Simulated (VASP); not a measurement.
# Si (Im-3m) in VASP: further runs

The runs below take Si through single point, relaxation of cell and atoms, with PBE+D4, PBEsol.

Program: VASP 6.6.1. These are calculated values, not measurements. Logs are shortened: lines on timing, memory, paths and dates and some standing lists are left out, and cuts for length are marked.

## 1. The cell of the first run

It takes space group Im-3m (No. 229, cubic). Conventional cell: a = 6.681 Å, b = 6.681 Å, c = 6.681 Å, α = 90.00°, β = 90.00°, γ = 90.00°. Within 3.1 Å of Si (site symmetry -4m2) lie 4 Si at 2.36 Å.

This isn't the form of Si at room conditions, which is diamond.

## 2. Single point, PBE+D4

File INCAR:

```
PREC = Accurate
ENCUT = 500
EDIFF = 1E-6
ISMEAR = -1
SIGMA = 0.1
LREAL = F
LASPH = T
NELM = 120
ALGO = Normal
ISIF = 2
LWAVE = F
LCHARG = T
GGA = PE
IVDW = 13
LELF = T
LVHAR = T
NBANDS = 21
GGA_COMPAT = F
```

File KPOINTS:

```
Automatic mesh
0
Gamma
  5 5 5
```

File POSCAR:

```
Si
1.0
   -3.3405109869      3.3405109869      3.3405109869
    3.3405109869     -3.3405109869      3.3405109869
    3.3405109869      3.3405109869     -3.3405109869
Si
6
Direct
    0.7500000000      0.2500000000      0.5000000000
    0.7500000000      0.5000000000      0.2500000000
    0.2500000000      0.7500000000      0.5000000000
    0.2500000000      0.5000000000      0.7500000000
    0.5000000000      0.7500000000      0.2500000000
    0.5000000000      0.2500000000      0.7500000000
```

Potentials or basis: VASP PAW PBE potentials, release 64 (Si).

On the command line:

```sh
$ cat potpaw_PBE.64/Si/POTCAR > POTCAR
$ mpirun -np 1 vasp_std > vasp.out
```

OUTCAR:

```text
PREC = Accurate
   ENCUT = 500
   EDIFF = 1E-6
   ISMEAR = -1
   LREAL = F
   LASPH = T
   NELM = 120
   ISIF = 2
   GGA = PE
   IVDW = 13

 ion  position               nearest neighbor table
   1  0.750  0.250  0.500-   2 2.36   4 2.36   6 2.36   5 2.36
   2  0.750  0.500  0.250-   1 2.36   3 2.36   5 2.36   6 2.36
   3  0.250  0.750  0.500-   4 2.36   5 2.36   6 2.36   2 2.36
   4  0.250  0.500  0.750-   3 2.36   5 2.36   6 2.36   1 2.36
   5  0.500  0.750  0.250-   1 2.36   2 2.36   3 2.36   4 2.36
   6  0.500  0.250  0.750-   1 2.36   2 2.36   4 2.36   3 2.36

  LATTYP: Found a body centered cubic cell.
 ALAT       =     6.6810219738

  Lattice vectors:

 A1 = (  -3.3405109869,   3.3405109869,   3.3405109869)
 A2 = (   3.3405109869,  -3.3405109869,   3.3405109869)
 A3 = (   3.3405109869,   3.3405109869,  -3.3405109869)

Analysis of symmetry for initial positions (statically):
=====================================================================
 Subroutine PRICEL returns:
 Original cell was already a primitive cell.

 Routine SETGRP: Setting up the symmetry group for a
 body centered cubic supercell.

 Subroutine GETGRP returns: Found 48 space group operations
 (whereof 48 operations were pure point group operations)
 out of a pool of 48 trial point group operations.

The static configuration has the point symmetry O_h .

Analysis of symmetry for dynamics (positions and initial velocities):
=====================================================================
 Subroutine PRICEL returns:
 Original cell was already a primitive cell.

 Routine SETGRP: Setting up the symmetry group for a
 body centered cubic supercell.

 Subroutine GETGRP returns: Found 48 space group operations
 (whereof 48 operations were pure point group operations)
 out of a pool of 48 trial point group operations.

The dynamic configuration has the point symmetry O_h .

 Subroutine INISYM returns: Found 48 space group operations
 (whereof 48 operations are pure point group operations),
 and found     1 'primitive' translations

----------------------------------------------------------------------------------------

                                     Primitive cell

  volume of cell :     149.1072

  direct lattice vectors                    reciprocal lattice vectors
    -3.340510987  3.340510987  3.340510987     0.000000000  0.149677700  0.149677700
     3.340510987 -3.340510987  3.340510987     0.149677700  0.000000000  0.149677700
     3.340510987  3.340510987 -3.340510987     0.149677700  0.149677700  0.000000000

  length of vectors
     5.785934753  5.785934753  5.785934753     0.211676233  0.211676233  0.211676233

  position of ions in fractional coordinates (direct lattice)
     0.750000000  0.250000000  0.500000000
     0.750000000  0.500000000  0.250000000
     0.250000000  0.750000000  0.500000000
     0.250000000  0.500000000  0.750000000
     0.500000000  0.750000000  0.250000000
     0.500000000  0.250000000  0.750000000

  ion indices of the primitive-cell ions
   primitive index   ion index
                 1           1
                 2           2
                 3           3
                 4           4
                 5           5
                 6           6

----------------------------------------------------------------------------------------

 KPOINTS: Automatic mesh

Automatic generation of k-mesh.
 Grid dimensions read from file:
 generate k-points for:    5    5    5

 Generating k-lattice:

  Cartesian coordinates                     Fractional coordinates (reciprocal lattice)
     0.000000000  0.029935540  0.029935540     0.200000000  0.000000000  0.000000000
     0.029935540  0.000000000  0.029935540     0.000000000  0.200000000  0.000000000
     0.029935540  0.029935540  0.000000000     0.000000000  0.000000000  0.200000000

  Length of vectors
     0.042335247  0.042335247  0.042335247

  Shift w.r.t. Gamma in fractional coordinates (k-lattice)
     0.000000000  0.000000000  0.000000000

 Subroutine IBZKPT returns following result:
 ===========================================

 Found     10 irreducible k-points:

 Following reciprocal coordinates:
            Coordinates               Weight
  0.000000  0.000000  0.000000      1.000000
  0.200000  0.000000  0.000000     12.000000
  0.400000  0.000000  0.000000     12.000000
  0.200000  0.200000  0.000000     24.000000
  0.400000  0.200000  0.000000     24.000000
  0.200000  0.200000  0.200000      8.000000
 -0.200000  0.200000  0.200000      6.000000
 -0.400000  0.400000  0.200000     24.000000
 -0.400000 -0.400000  0.200000      8.000000
 -0.400000  0.400000  0.400000      6.000000
   k-points           NKPTS =     10   k-points in BZ     NKDIM =     10   number of bands    NBANDS=     21
   number of dos      NEDOS =    301   number of ions     NIONS =      6
   total plane-waves  NPLWV =  74088
   dimension x,y,z NGX =    42 NGY =   42 NGZ =   42
   dimension x,y,z NGXF=    84 NGYF=   84 NGZF=   84
   ions per type =               6
   NGX,Y,Z   is equivalent  to a cutoff of  12.07, 12.07, 12.07 a.u.
   NGXF,Y,Z  is equivalent  to a cutoff of  24.14, 24.14, 24.14 a.u.
 SYSTEM =  unknown system
   PREC   = accura    normal or accurate (medium, high low for compatibility)
   ISTART =      0    job   : 0-new  1-cont  2-samecut
   ICHARG =      2    charge: 1-file 2-atom 10-const
   ISPIN  =      1    spin polarized calculation?
   LNONCOLLINEAR =      F non collinear calculations
   LSORBIT =      F    spin-orbit coupling
   LASPH  =      T    aspherical Exc in radial PAW
   ENCUT  =  500.0 eV  36.75 Ry    6.06 a.u.  10.55 10.55 10.55*2*pi/ulx,y,z
   NELM   =    120;   NELMIN=  2; NELMDL= -5     # of ELM steps
   EDIFF  = 0.1E-05   stopping-criterion for ELM
   LREAL  =      F    real-space projection
   EDIFFG = 0.1E-04   stopping-criterion for IOM
   NSW    =      0    number of steps for IOM
   IBRION =     -1    ionic relax: 0-MD 1-quasi-New 2-CG
   NFREE  =      0    steps in history (QN), initial steepest desc. (CG)
   ISIF   =      2    stress and relaxation
   ISYM   =      2    0-nonsym 1-usesym 2-fastsym
   POTIM  = 0.5000    time-step for ionic-motion
   TEBEG  =    0.0;   TEEND  =   0.0 temperature during run
   PSTRESS=    0.0 pullay stress
   NELECT =      24.0000    total number of electrons
   NUPDOWN=      -1.0000    fix difference up-down
   EMIN   =  10.00;   EMAX   =-10.00  energy-range for DOS
   EFERMI =   0.00;   METHOD = LEGACY
   ISMEAR =    -1;   SIGMA  =   0.10  broadening in eV -4-tet -1-fermi 0-gaus
   EFERMI_NEDOS =   21; number of points for ismear=-14 and -15
   IALGO  =     38    algorithm
   IMIX   =      4    mixing-type and parameters
     AMIX     =   0.40;   BMIX     =  1.00
     AMIX_MAG =   1.60;   BMIX_MAG =  1.00
  volume/ion in A,a.u.               =      24.85       167.70
  Fermi-wavevector in a.u.,A,eV,Ry     =   0.890524  1.682847 10.789871  0.793033
  Thomas-Fermi vector in A             =   2.012226
   LORBIT       =      0    0 simple, 1 ext, 2 COOP (PROOUT), +10 PAW based schemes
   GGA     = PE    functional components
   LHFCALC =     F    Hartree Fock is set to
   AEXX    =    0.0000 exact exchange contribution
   IVDW    =    13    specifies the selected vdW correction
   LEPSILON=     F    determine dielectric tensor
   LRPA    =     F    only Hartree local field effects (RPA)
 non-spin polarized calculation
  energy-cutoff  :      500.00
  volume of cell :      149.11
 maximum number of plane-waves:      3805
 NGX is ok and might be reduce to    42
   NGX = 21   NGY = 21   NGZ = 21

 number of electron      24.0000002 magnetization

 Free energy of the ion-electron system (eV)
  ---------------------------------------------------
  ext. energy  EPLUGINS =         0.00000000
  ---------------------------------------------------
  free energy    TOTEN  =       -31.20466971 eV

  energy without entropy =      -31.18526912  energy(sigma->0) =      -31.19496942

 E-fermi :   4.0445     XC(G=0):  -8.1309

 val. band max:        3.8678678692   @ k =  -0.4000   0.4000   0.4000
 cond. band min:       4.2061969805   @ k =  -0.4000   0.4000   0.4000
 fundamental gap:      0.3383291114
 Fermi energy:         4.0444980708

 k-point     1 :       0.0000    0.0000    0.0000
  band No.  band energies     occupation
      1      -7.7836      2.00000
      2      -3.2531      2.00000
      3      -3.2531      2.00000
      4      -3.1296      2.00000
      5      -3.1296      2.00000
      6      -3.1296      2.00000
[... 13 lines left out ...]
     20      10.7412      0.00000
     21      10.7412      0.00000

 k-point     2 :       0.2000    0.0000    0.0000
  band No.  band energies     occupation
      1      -7.5861      2.00000
      2      -4.6263      2.00000
      3      -3.9053      2.00000
      4      -3.2412      2.00000
      5      -2.2131      2.00000
      6      -1.7498      2.00000
[... 13 lines left out ...]
     20       9.6249      0.00000
     21       9.6391      0.00000

 k-point     3 :       0.4000    0.0000    0.0000
  band No.  band energies     occupation
      1      -7.0472      2.00000
      2      -5.8254      2.00000
      3      -4.2760      2.00000
      4      -3.3996      2.00000
      5      -1.1946      2.00000
      6      -0.5487      2.00000
[... 13 lines left out ...]
     20       8.3826      0.00000
     21       9.6289      0.00000

 k-point     4 :       0.2000    0.2000    0.0000
  band No.  band energies     occupation
      1      -7.2072      2.00000
      2      -5.4308      2.00000
      3      -4.6214      2.00000
      4      -2.7665      2.00000
      5      -2.0024      2.00000
      6      -0.5281      2.00000
[... 13 lines left out ...]
     20       9.2623      0.00000
     21       9.5437      0.00000

 k-point     5 :       0.4000    0.2000    0.0000
  band No.  band energies     occupation
      1      -6.6819      2.00000
      2      -6.1616      2.00000
      3      -4.9041      2.00000
      4      -2.6534      2.00000
      5      -1.5873      2.00000
      6      -0.2657      2.00000
[... 13 lines left out ...]
     20       9.0548      0.00000
     21       9.3176      0.00000

 k-point     6 :       0.2000    0.2000    0.2000
  band No.  band energies     occupation
      1      -6.6585      2.00000
      2      -5.7366      2.00000
      3      -5.7366      2.00000
      4      -1.6889      2.00000
      5      -0.8028      2.00000
      6      -0.8028      2.00000
[... 13 lines left out ...]
     20       8.5549      0.00000
     21       8.7613      0.00000

 k-point     7 :      -0.2000    0.2000    0.2000
  band No.  band energies     occupation
      1      -7.3977      2.00000
      2      -5.1484      2.00000
      3      -3.3632      2.00000
      4      -3.3632      2.00000
      5      -3.3228      2.00000
      6      -0.3572      2.00000
[... 13 lines left out ...]
     20       9.3817      0.00000
     21       9.7593      0.00000

 k-point     8 :      -0.4000    0.4000    0.2000
  band No.  band energies     occupation
      1      -6.8864      2.00000
      2      -5.9286      2.00000
      3      -4.0751      2.00000
      4      -3.5339      2.00000
      5      -2.5860      2.00000
      6      -0.4148      2.00000
[... 13 lines left out ...]
     20       8.7065      0.00000
     21       8.9909      0.00000

 k-point     9 :      -0.4000   -0.4000    0.2000
  band No.  band energies     occupation
      1      -6.3913      2.00000
      2      -6.3913      2.00000
      3      -4.3727      2.00000
      4      -3.0587      2.00000
      5      -3.0587      2.00000
      6      -0.9296      2.00000
[... 13 lines left out ...]
     20       8.6451      0.00000
     21       8.6453      0.00000

 k-point    10 :      -0.4000    0.4000    0.4000
  band No.  band energies     occupation
      1      -6.4983      2.00000
      2      -6.1420      2.00000
      3      -3.7185      2.00000
      4      -3.7185      2.00000
      5      -3.6410      2.00000
      6      -1.3123      2.00000
[... 13 lines left out ...]
     20       8.4085      0.00000
     21       8.4085      0.00000

------------------------ aborting loop because EDIFF is reached ----------------------------------------

  DFT-D4 for vdW energy calculation

  Edisp (eV):   -1.52649

  FORCE on cell =-STRESS in cart. coord.  units (eV):
  Direction    XX          YY          ZZ          XY          YZ          ZX
  --------------------------------------------------------------------------------------
  -------------------------------------------------------------------------------------
  Total      -0.05633    -0.05633    -0.05633     0.00000     0.00000    -0.00000
  in kB      -0.60525    -0.60525    -0.60525     0.00000     0.00000    -0.00000
  external pressure =       -0.61 kB  Pullay stress =        0.00 kB

 VOLUME and BASIS-vectors are now :
 -----------------------------------------------------------------------------
  energy-cutoff  :      500.00
  volume of cell :      149.11
      direct lattice vectors                 reciprocal lattice vectors
    -3.340510987  3.340510987  3.340510987     0.000000000  0.149677700  0.149677700
     3.340510987 -3.340510987  3.340510987     0.149677700  0.000000000  0.149677700
     3.340510987  3.340510987 -3.340510987     0.149677700  0.149677700  0.000000000

 POSITION                                       TOTAL-FORCE (eV/Angst)
 -----------------------------------------------------------------------------------
      0.00000      3.34051      1.67026         0.000000     -0.000000     -0.000000
      0.00000      1.67026      3.34051        -0.000000      0.000000     -0.000000
      3.34051      0.00000      1.67026        -0.000000      0.000000     -0.000000
      3.34051      1.67026      0.00000         0.000000      0.000000      0.000000
      1.67026      0.00000      3.34051        -0.000000     -0.000000      0.000000
      1.67026      3.34051      0.00000         0.000000     -0.000000      0.000000
 -----------------------------------------------------------------------------------
    total drift:                                0.000000      0.000000      0.000000

  FREE ENERGIE OF THE ION-ELECTRON SYSTEM (eV)
  ---------------------------------------------------
  free  energy   TOTEN  =       -32.7311586378 eV

  energy  without entropy=      -32.7117580528  energy(sigma->0) =      -32.72145835
```

Wall time 23 s (1 thread of Intel Xeon Platinum 8488C (Sapphire Rapids), shared host); peak memory 0.24 GiB.

What came out:

```
Free energy                : -32.7312 eV
Pressure                   : -0.1 GPa
Band gap on the k mesh     : 0.34 eV
Dispersion energy per atom : -0.254 eV
```

Caveat: an odd mesh through Γ misses points on the zone boundary, where band edges can lie.

## 3. Relaxation of cell and atoms, PBEsol

This run uses another cell than the first one, of 24.75 Å³/atom.

File INCAR:

```
SYSTEM = Si
  PREC = Accurate
  ENCUT = 500
  EDIFF = 1E-7
  ISMEAR = -1
  SIGMA = 0.1
  LREAL = .FALSE.
  LASPH = .TRUE.
  NELM = 120
  ALGO = Normal
  ISIF = 3
  LWAVE = .FALSE.
  LCHARG = .FALSE.
  GGA = PS
  IBRION = 2
  NSW = 80
  EDIFFG = -0.01
  GGA_COMPAT = .FALSE.
  NELMIN = 4
```

File KPOINTS:

```
regular mesh
0
G
  5 5 5
  0 0 0
```

POSCAR: that of step 2 with these lines changed.

```diff
@@ -2,5 +2,5 @@
 1.0
-   -3.3405109869      3.3405109869      3.3405109869
-    3.3405109869     -3.3405109869      3.3405109869
-    3.3405109869      3.3405109869     -3.3405109869
+   -3.3360830000      3.3360830000      3.3360830000
+    3.3360830000     -3.3360830000      3.3360830000
+    3.3360830000      3.3360830000     -3.3360830000
 Si
```

Potentials or basis: VASP PAW PBE potentials, release 64 (Si).

On the command line:

```sh
$ cat potpaw_PBE.64/Si/POTCAR > POTCAR
$ mpirun -np 1 vasp_std > vasp.out
```

Wall time 41 s (1 thread of Intel Xeon Platinum 8488C (Sapphire Rapids), shared host); peak memory 0.24 GiB.

It converged, with:

* Free energy: -32.9807 eV
* Relaxed volume: 24.99 Å³/atom
* Relaxed cell: a = 5.797 Å, b = 5.797 Å, c = 5.797 Å, α = 109.47°, β = 109.47°, γ = 109.47°
* Space group after relaxing (to 0.1 Å): Im-3m (No. 229)
* Energy gained by relaxing: 0.5 meV/atom
* Ionic steps: 3
* Pressure after relaxing: 0.0 GPa
* Band gap on the k mesh: 0.27 eV

Step by step:
```tsv
step	energy change (eV)	largest force (eV/Å)	pressure (GPa)	volume (Å³)
1	0.0000	0.0000	0.70	148.52
2	-0.0020	0.0000	-0.40	150.84
3	-0.0031	0.0000	0.00	149.96
```

Final structure:
```xyz
6
Lattice="-3.3469 3.3469 3.3469 3.3469 -3.3469 3.3469 3.3469 3.3469 -3.3469" Properties=species:S:1:pos:R:3 pbc="T T T"
Si    0.0000    3.3469    1.6734
Si    0.0000    1.6734    3.3469
Si    3.3469    0.0000    1.6734
Si    3.3469    1.6734    0.0000
Si    1.6734    0.0000    3.3469
Si    1.6734    3.3469    0.0000
```

Levels at points of the mesh, in eV from the valence-band top:
| k point | band 10 | band 11 | band 12 | band 13 | band 14 | band 15 |
| --- | --- | --- | --- | --- | --- | --- |
| (0.00, 0.00, 0.00) | -1.98 | -1.98 | -1.98 | 2.09 | 2.09 | 2.09 |

Caveat: the PAW data sets were made with another functional, which shifts forces and pressure a little; an odd mesh through Γ misses points on the zone boundary, where band edges can lie.
